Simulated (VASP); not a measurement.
# Ti (P6/mmm) in VASP: notebook, part 2 of 2

VASP 6.6.1. The steps go on from the part before.

### Step 3. Relaxation of shape and atoms at fixed volume, PBEsol (14.99 Å³/atom)

This run uses another cell than the first one, of 14.99 Å³/atom.

INCAR

```
SYSTEM = Ti
  PREC = Accurate
  ENCUT = 600
  EDIFF = 1E-6
  ISMEAR = 0
  SIGMA = 0.1
  LREAL = .False.
  LASPH = .True.
  NELM = 60
  ALGO = Fast
  ISIF = 4
  LWAVE = .False.
  LCHARG = .False.
  GGA = PS
  IBRION = 2
  NSW = 50
  EDIFFG = -0.01
```

KPOINTS

```
regular mesh
0
Gamma
  12 12 14
  0 0 0
```

POSCAR

```
Ti
1.0
    4.3708802192      0.0000000000      0.0000000000
   -2.1854401096      3.7852933067      0.0000000000
    0.0000000000      0.0000000000      2.7179017540
Ti
3
Direct
    0.0000000000      0.0000000000      0.0000000000
    0.3333333333      0.6666666667      0.5000000000
    0.6666666667      0.3333333333      0.5000000000
```

Potentials or basis: VASP PAW PBE potentials, release 64 (Ti_sv).

On the command line:

```console
cat potpaw_PBE.64/Ti_sv/POTCAR > POTCAR
mpirun -np 1 vasp_std > vasp.out
```

OUTCAR:

```text
SYSTEM = Ti
   PREC = Accurate
   ENCUT = 600
   EDIFF = 1E-6
   ISMEAR = 0
   LREAL = .False.
   LASPH = .True.
   NELM = 60
   ISIF = 4
   GGA = PS
   IBRION = 2
   NSW = 50
   EDIFFG = -0.01

 ion  position               nearest neighbor table
   1  0.000  0.000  0.000-   2 2.87   3 2.87   2 2.87   3 2.87   2 2.87   2 2.87   3 2.87   3 2.87
                             3 2.87   3 2.87   2 2.87   2 2.87
   2  0.333  0.667  0.500-   3 2.52   3 2.52   3 2.52   1 2.87   1 2.87   1 2.87   1 2.87   1 2.87
                             1 2.87
   3  0.667  0.333  0.500-   2 2.52   2 2.52   2 2.52   1 2.87   1 2.87   1 2.87   1 2.87   1 2.87
                             1 2.87

  LATTYP: Found a hexagonal cell.
 ALAT       =     4.3708802192
 C/A-ratio  =     0.6218202325

  Lattice vectors:

 A1 = (   4.3708802192,   0.0000000000,   0.0000000000)
 A2 = (  -2.1854401096,   3.7852933067,   0.0000000000)
 A3 = (   0.0000000000,   0.0000000000,   2.7179017540)

Analysis of symmetry for initial positions (statically):
=====================================================================
 Subroutine PRICEL returns:
 Original cell was already a primitive cell.

 Routine SETGRP: Setting up the symmetry group for a
 hexagonal supercell.

 Subroutine GETGRP returns: Found 24 space group operations
 (whereof 24 operations were pure point group operations)
 out of a pool of 24 trial point group operations.

The static configuration has the point symmetry D_6h.

Analysis of symmetry for dynamics (positions and initial velocities):
=====================================================================
 Subroutine PRICEL returns:
 Original cell was already a primitive cell.

 Routine SETGRP: Setting up the symmetry group for a
 hexagonal supercell.

 Subroutine GETGRP returns: Found 24 space group operations
 (whereof 24 operations were pure point group operations)
 out of a pool of 24 trial point group operations.

The dynamic configuration has the point symmetry D_6h.

 Subroutine INISYM returns: Found 24 space group operations
 (whereof 24 operations are pure point group operations),
 and found     1 'primitive' translations

----------------------------------------------------------------------------------------

                                     Primitive cell

  volume of cell :      44.9679

  direct lattice vectors                    reciprocal lattice vectors
     4.370880219  0.000000000  0.000000000     0.228786869  0.132090160  0.000000000
    -2.185440110  3.785293307  0.000000000     0.000000000  0.264180321  0.000000000
     0.000000000  0.000000000  2.717901754     0.000000000  0.000000000  0.367930886

  length of vectors
     4.370880219  4.370880219  2.717901754     0.264180321  0.264180321  0.367930886

  position of ions in fractional coordinates (direct lattice)
     0.000000000  0.000000000  0.000000000
[... 110 lines left out ...]
   LRPA    =     F    only Hartree local field effects (RPA)
 conjugate gradient relaxation of ions
 non-spin polarized calculation
 RMM-DIIS sequential band-by-band and
 Gauss-broadening in eV      SIGMA  =   0.10
  energy-cutoff  :      600.00
  volume of cell :       44.97
 maximum number of plane-waves:      1529
 NGX is ok and might be reduce to    36
   NGX = 17   NGY = 17   NGZ = 11

--------------------------------------- Ionic step        1  -------------------------------------------

 number of electron      35.9999995 magnetization

 Free energy of the ion-electron system (eV)
  ---------------------------------------------------
  ext. energy  EPLUGINS =         0.00000000
  ---------------------------------------------------
  free energy    TOTEN  =       -24.89959511 eV

  energy without entropy =      -24.88556985  energy(sigma->0) =      -24.89258248

------------------------ aborting loop EDIFF was not reached (unconverged)  ----------------------------

  FORCE on cell =-STRESS in cart. coord.  units (eV):
  Direction    XX          YY          ZZ          XY          YZ          ZX
  --------------------------------------------------------------------------------------
  -------------------------------------------------------------------------------------
  Total        3.5424061      3.5424061      3.6268234      0.0000000      0.0000000      0.0000000
  in kB      126.2137672    126.2137672    129.2215057      0.0000000      0.0000000      0.0000000
  external PRESSURE =     127.2163467 kB  Pullay stress =       0.0000000 kB

 VOLUME and BASIS-vectors are now :
 -----------------------------------------------------------------------------
  energy-cutoff  :      600.00
  volume of cell :       44.97
      direct lattice vectors                 reciprocal lattice vectors
     4.370880219  0.000000000  0.000000000     0.228786869  0.132090160  0.000000000
    -2.185440110  3.785293307  0.000000000     0.000000000  0.264180321  0.000000000
     0.000000000  0.000000000  2.717901754     0.000000000  0.000000000  0.367930886

 POSITION                                       TOTAL-FORCE (eV/Angst)
 -----------------------------------------------------------------------------------
      0.00000      0.00000      0.00000         0.000000      0.000000     -0.000000
     -0.00000      2.52353      1.35895         0.000000     -0.000000      0.000000
      2.18544      1.26176      1.35895        -0.000000      0.000000     -0.000000
 -----------------------------------------------------------------------------------
    total drift:                                0.000000      0.000000     -0.000000

  FREE ENERGIE OF THE ION-ELECTRON SYSTEM (eV)
  ---------------------------------------------------
  free  energy   TOTEN  =       -24.8995951131 eV

  energy  without entropy=      -24.8855698514  energy(sigma->0) =      -24.89258248

--------------------------------------- Ionic step        2  -------------------------------------------

 number of electron      35.9999995 magnetization

 Free energy of the ion-electron system (eV)
  ---------------------------------------------------
  ext. energy  EPLUGINS =         0.00000000
  ---------------------------------------------------
  free energy    TOTEN  =       -24.89981470 eV

  energy without entropy =      -24.88580696  energy(sigma->0) =      -24.89281083

 E-fermi :   9.7382     XC(G=0): -12.3584

 val. band max:        9.7372296244   @ k =   0.3333   0.1667   0.0714
 cond. band min:       9.7399159122   @ k =   0.1667  -0.0000   0.0000
 fundamental gap:      0.0026862878
 Fermi energy:         9.7381777113

 k-point     1 :       0.0000    0.0000    0.0000
  band No.  band energies     occupation
      1     -46.6870      2.00000
      2     -46.4157      2.00000
      3     -46.1676      2.00000
      4     -23.1501      2.00000
      5     -23.1501      2.00000
      6     -23.1416      2.00000
[... 589 lines left out ...]
     21      10.5407      0.00000
     22      11.0032      0.00000

 [... further k-points ...]

------------------------ aborting loop because EDIFF is reached ----------------------------------------

  FORCE on cell =-STRESS in cart. coord.  units (eV):
  Direction    XX          YY          ZZ          XY          YZ          ZX
  --------------------------------------------------------------------------------------
  -------------------------------------------------------------------------------------
  Total        3.6119946      3.6119946      3.6103144      0.0000000     -0.0000000     -0.0000000
  in kB      128.6931642    128.6931641    128.6333001      0.0000000     -0.0000000     -0.0000000
  external PRESSURE =     128.6732095 kB  Pullay stress =       0.0000000 kB

 VOLUME and BASIS-vectors are now :
 -----------------------------------------------------------------------------
  energy-cutoff  :      600.00
  volume of cell :       44.97
      direct lattice vectors                 reciprocal lattice vectors
     4.368903282  0.000000000  0.000000000     0.228890395  0.132149931  0.000000000
    -2.184451641  3.783581229  0.000000000     0.000000000  0.264299863  0.000000000
     0.000000000  0.000000000  2.720362022    -0.000000000 -0.000000000  0.367598133

 POSITION                                       TOTAL-FORCE (eV/Angst)
 -----------------------------------------------------------------------------------
      0.00000      0.00000      2.72036        -0.000000      0.000000     -0.000000
     -0.00000      2.52239      1.36018        -0.000000      0.000000     -0.000000
      2.18445      1.26119      1.36018         0.000000      0.000000      0.000000
 -----------------------------------------------------------------------------------
    total drift:                                0.000000      0.000000     -0.000000

  FREE ENERGIE OF THE ION-ELECTRON SYSTEM (eV)
  ---------------------------------------------------
  free  energy   TOTEN  =       -24.8998147008 eV

  energy  without entropy=      -24.8858069582  energy(sigma->0) =      -24.89281083

 reached required accuracy - stopping structural energy minimisation
```

Run time: 7.5 min. Hardware: 1 thread of Intel Xeon Platinum 8488C (Sapphire Rapids), shared host; peak memory 0.28 GiB.

Results:

```yaml
Free_energy: -24.8998 eV
Energy_gained_by_relaxing: 0.1 meV/atom
Ionic_steps: 2
Pressure_after_relaxing: 12.9 GPa
Band_gap_on_the_k_mesh: zero (bands 18 and 19 overlap by 0.44 eV)
```

Step by step:
```tsv
step	energy change (eV)	largest force (eV/Å)	pressure (GPa)	volume (Å³)
1	0.0000	0.0000	12.72	44.97
2	-0.0002	0.0000	12.87	44.97
```

Final structure:
```xyz
3
Lattice="4.3689 0.0000 0.0000 -2.1845 3.7836 0.0000 0.0000 0.0000 2.7204" Properties=species:S:1:pos:R:3 pbc="T T T"
Ti    0.0000    0.0000    2.7204
Ti    0.0000    2.5224    1.3602
Ti    2.1845    1.2612    1.3602
```

Caveat: the PAW data sets were made with another functional, which shifts forces and pressure a little.

### Step 4. Relaxation of shape and atoms at fixed volume, PBEsol (15.48 Å³/atom)

This run uses another cell than the first one, of 15.48 Å³/atom.

INCAR

```
PREC = Accurate
ENCUT = 600
EDIFF = 1E-6
ISMEAR = 0
SIGMA = 0.1
LREAL = False
LASPH = True
NELM = 80
ALGO = Fast
ISIF = 4
LWAVE = False
LCHARG = False
GGA = PS
IBRION = 2
NSW = 50
EDIFFG = -0.01
```

KPOINTS

```
Automatic mesh
0
Gamma
  12 12 14
```

POSCAR

```
Ti
1.0
    4.4202146939      0.0000000000      0.0000000000
   -2.2101073469      3.8280182151      0.0000000000
    0.0000000000      0.0000000000      2.7451829796
Ti
3
Direct
    0.0000000000      0.0000000000      0.0000000000
    0.3333333333      0.6666666667      0.5000000000
    0.6666666667      0.3333333333      0.5000000000
```

Potentials or basis: VASP PAW PBE potentials, release 64 (Ti_sv).

On the command line:

```console
cat potpaw_PBE.64/Ti_sv/POTCAR > POTCAR
mpirun -np 1 vasp_std > vasp.out
```

OUTCAR:

```text
PREC = Accurate
   ENCUT = 600
   EDIFF = 1E-6
   ISMEAR = 0
   LREAL = False
   LASPH = True
   NELM = 80
   ISIF = 4
   GGA = PS
   IBRION = 2
   NSW = 50
   EDIFFG = -0.01

 ion  position               nearest neighbor table
   1  0.000  0.000  0.000-   2 2.90   3 2.90   2 2.90   3 2.90   2 2.90   2 2.90   3 2.90   3 2.90
                             3 2.90   3 2.90   2 2.90   2 2.90
   2  0.333  0.667  0.500-   3 2.55   3 2.55   3 2.55   1 2.90   1 2.90   1 2.90   1 2.90   1 2.90
                             1 2.90
   3  0.667  0.333  0.500-   2 2.55   2 2.55   2 2.55   1 2.90   1 2.90   1 2.90   1 2.90   1 2.90
                             1 2.90

  LATTYP: Found a hexagonal cell.
 ALAT       =     4.4202146939
 C/A-ratio  =     0.6210519556

  Lattice vectors:

 A1 = (   4.4202146939,   0.0000000000,   0.0000000000)
 A2 = (  -2.2101073469,   3.8280182151,   0.0000000000)
 A3 = (   0.0000000000,   0.0000000000,   2.7451829796)

Analysis of symmetry for initial positions (statically):
=====================================================================
 Subroutine PRICEL returns:
 Original cell was already a primitive cell.

 Routine SETGRP: Setting up the symmetry group for a
 hexagonal supercell.
[... 220 lines left out ...]

 val. band max:        9.3547931518   @ k =   0.3333   0.1667   0.0714
 cond. band min:       9.3596082182   @ k =   0.2500   0.1667   0.0714
 fundamental gap:      0.0048150664
 Fermi energy:         9.3589982557

 k-point     1 :       0.0000    0.0000    0.0000
  band No.  band energies     occupation
      1     -47.1181      2.00000
      2     -46.8522      2.00000
      3     -46.6245      2.00000
      4     -23.5705      2.00000
      5     -23.5705      2.00000
      6     -23.5321      2.00000
[... 589 lines left out ...]
     21      10.1186      0.00000
     22      10.5864      0.00000

 [... further k-points ...]

------------------------ aborting loop because EDIFF is reached ----------------------------------------

  FORCE on cell =-STRESS in cart. coord.  units (eV):
  Direction    XX          YY          ZZ          XY          YZ          ZX
  --------------------------------------------------------------------------------------
  -------------------------------------------------------------------------------------
  Total        2.2853546      2.2853546      2.2890550      0.0000000      0.0000000     -0.0000000
  in kB       78.8270958     78.8270958     78.9547292      0.0000000      0.0000000     -0.0000000
  external PRESSURE =      78.8696403 kB  Pullay stress =       0.0000000 kB

 VOLUME and BASIS-vectors are now :
 -----------------------------------------------------------------------------
  energy-cutoff  :      600.00
  volume of cell :       46.45
      direct lattice vectors                 reciprocal lattice vectors
     4.418683505  0.000000000  0.000000000     0.226311751  0.130661150  0.000000000
    -2.209341752  3.826692166  0.000000000    -0.000000000  0.261322300 -0.000000000
    -0.000000000  0.000000000  2.747085864    -0.000000000 -0.000000000  0.364022113

 POSITION                                       TOTAL-FORCE (eV/Angst)
 -----------------------------------------------------------------------------------
      4.41868      0.00000      0.00000         0.000000      0.000000      0.000000
     -0.00000      2.55113      1.37354        -0.000000      0.000000     -0.000000
      2.20934      1.27556      1.37354         0.000000     -0.000000      0.000000
 -----------------------------------------------------------------------------------
    total drift:                                0.000000      0.000000     -0.000000

  FREE ENERGIE OF THE ION-ELECTRON SYSTEM (eV)
  ---------------------------------------------------
  free  energy   TOTEN  =       -24.9960492224 eV

  energy  without entropy=      -24.9822593165  energy(sigma->0) =      -24.98915427

 reached required accuracy - stopping structural energy minimisation
```

Wall time 11 min (1 thread of Intel Xeon Platinum 8488C (Sapphire Rapids), shared host); peak memory 0.29 GiB.

What came out:

| Item | Value |
| --- | --- |
| Free energy | -24.9960 eV |
| Energy gained by relaxing | 0.1 meV/atom |
| Ionic steps | 2 |
| Pressure after relaxing | 7.9 GPa |
| Band gap on the k mesh | zero (bands 18 and 19 overlap by 0.41 eV) |

The path:
| step | energy change (eV) | largest force (eV/Å) | pressure (GPa) | volume (Å³) |
| --- | --- | --- | --- | --- |
| 1 | 0.0000 | 0.0000 | 7.89 | 46.45 |
| 2 | -0.0003 | 0.0000 | 7.89 | 46.45 |

Final structure:
```xyz
3
Lattice="4.4187 0.0000 0.0000 -2.2093 3.8267 0.0000 0.0000 0.0000 2.7471" Properties=species:S:1:pos:R:3 pbc="T T T"
Ti    4.4187    0.0000    0.0000
Ti    0.0000    2.5511    1.3735
Ti    2.2093    1.2756    1.3735
```

Caveat: the PAW data sets were made with another functional, which shifts forces and pressure a little.

### Step 5. The runs side by side

```tsv
cell	gap on the mesh (eV)	pressure (GPa)
relaxed from a = 4.320, b = 4.320, c = 2.690 Å, angles 90.0, 90.0, 120.0°, 3 atoms	none	18.6
relaxed from a = 4.371, b = 4.371, c = 2.718 Å, angles 90.0, 90.0, 120.0°, 3 atoms	none	12.9
relaxed from a = 4.420, b = 4.420, c = 2.745 Å, angles 90.0, 90.0, 120.0°, 3 atoms	none	7.9
```

Alike in all rows: task relaxation of shape and atoms at fixed volume; level PBEsol; potentials or basis VASP PAW PBE potentials, release 64 (Ti_sv); no spin polarisation; k mesh 12 × 12 × 14; cutoff (eV) 600; smearing gaussian 0.1 eV.

Caveats: the PAW data sets were made with another functional, which shifts forces and pressure a little.

Absolute energies hang on the potentials; compare differences alone.
